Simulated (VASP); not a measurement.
Here is a VASP 6.6.1 calculation.

Contents of POSCAR:

```
WO
1.0
    2.8260125931      0.0000000000      0.0000000000
    0.0000000000      2.8260125931      0.0000000000
    0.0000000000      0.0000000000      2.8260125931
W O
1 1
Direct
    0.0000000000      0.0000000000      0.0000000000
    0.5000000000      0.5000000000      0.5000000000
```

The input INCAR.step1:

```
PREC = Accurate
ENCUT = 1480
ISMEAR = 0
SIGMA = 0.1
LREAL = F
LASPH = T
NELM = 120
NBANDS = 17
GGA = PE
ALGO = Normal
EDIFF = 1E-5
LWAVE = T
LCHARG = F
GGA_COMPAT = F
```

File INCAR.step2:

```
PREC = Accurate
ENCUT = 1480
EDIFF = 1E-6
ISMEAR = 0
SIGMA = 0.1
LREAL = F
LASPH = T
NELM = 120
ALGO = Normal
ISIF = 2
LWAVE = F
LCHARG = F
METAGGA = R2SCAN
LMIXTAU = T
NBANDS = 17
ISTART = 1
GGA_COMPAT = F
```

KPOINTS

```
Automatic mesh
0
Gamma
  14 14 14
```

Potentials or basis: VASP PAW PBE potentials, release 64 (W_sv, O_h).

The run is started by

```sh
$ cat potpaw_PBE.64/W_sv/POTCAR potpaw_PBE.64/O_h/POTCAR > POTCAR
$ cp INCAR.step1 INCAR
$ mpirun -np 1 vasp_std > vasp.out
$ cp INCAR.step2 INCAR
$ mpirun -np 1 vasp_std > vasp.out
```

Question: What does it give for the pressure?

Answer: -5.7 GPa.

Question: Estimate the band gap on the k mesh.

Answer: Zero (bands 10 and 11 overlap by 4.96 eV).

Caveat: the cell stands under tension; the PAW data sets were made with another functional, which shifts forces and pressure a little; spin-orbit coupling is left out, which moves the levels of the heavy elements.
